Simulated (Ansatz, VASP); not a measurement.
# Two plane-wave programs on PbS

```
CELL_PARAMETERS angstrom
0.00000 2.96500 2.96500
2.96500 0.00000 2.96500
2.96500 2.96500 0.00000
ATOMIC_POSITIONS crystal
Pb 0.00000 0.00000 0.00000
S 0.50243 0.50243 0.50243
```

Change from the starting cell: all S atoms moved +0.025 Å, as atom 2 along Cartesian [1 1 1].

Alike in both runs: task single point; functional PBE; k mesh 10 × 10 × 10; occupations gaussian, width 0.03 eV; no spin polarisation.

|  | VASP | Ansatz |
| --- | --- | --- |
| version | VASP 6.6.1 | Ansatz 0.2.0 |
| potentials or method | VASP PAW PBE potentials, release 64 (Pb_d, S), cutoff 520 eV | scalar-relativistic, plane waves, PAW |
| valence electrons in the cell | 20 | 20 |

```tsv
	VASP	Ansatz	Ansatz less VASP
gap on the k mesh at the Fermi level (eV)	0.36	0.36	-0.007
least direct gap on the mesh (eV)	0.36	0.36	-0.007
pressure (GPa)	2.2	2.3	+0.09
rms of the force components (eV/Å)	0.008	0.008	-0.0002
```

Atom by atom the forces differ by 0.000 eV/Å (rms over components).

Neither program's run includes spin-orbit coupling.
